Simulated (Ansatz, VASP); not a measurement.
# La2O3 in VASP and in Ansatz

```
La O
1.0
     3.93078    0.00000    0.00000
    -1.96539    3.40415    0.00000
     0.00000    0.00000    6.11195
La O
2 3
Direct
  0.66667 0.33333 0.75376
  0.33333 0.66667 0.24624
  0.66667 0.33333 0.35411
  0.33333 0.66667 0.64589
  0.00000 0.00000 0.00000
```

Alike in both runs: task single point; functional r2SCAN; k mesh 6 × 6 × 4; occupations gaussian, width 0.1 eV; no spin polarisation.

|  | VASP | Ansatz |
| --- | --- | --- |
| version | VASP 6.6.1 | Ansatz 0.2.0 |
| potentials or method | VASP PAW PBE potentials, release 64 (La, O), cutoff 520 eV | scalar-relativistic, plane waves, PAW |
| valence electrons in the cell | 40 | 40 |

VASP gave:

* gap on the k mesh at the Fermi level (eV): 4.24
* least direct gap on the mesh (eV): 4.36
* pressure (GPa): 0.2
* traceless stress, the component that is largest in VASP (GPa): 0.07
* rms of the force components (eV/Å): 0.009

Problem. Which values does Ansatz return?

Solution. gap on the k mesh at the Fermi level (eV): 4.22; least direct gap on the mesh (eV): 4.34; pressure (GPa): 0.6; traceless stress, the component that is largest in VASP (GPa): -0.01; rms of the force components (eV/Å): 0.017.

VASP's potentials were made for PBE, not for r2SCAN. Atom by atom the forces differ by 0.010 eV/Å (rms over components).

Neither program's run includes spin-orbit coupling.
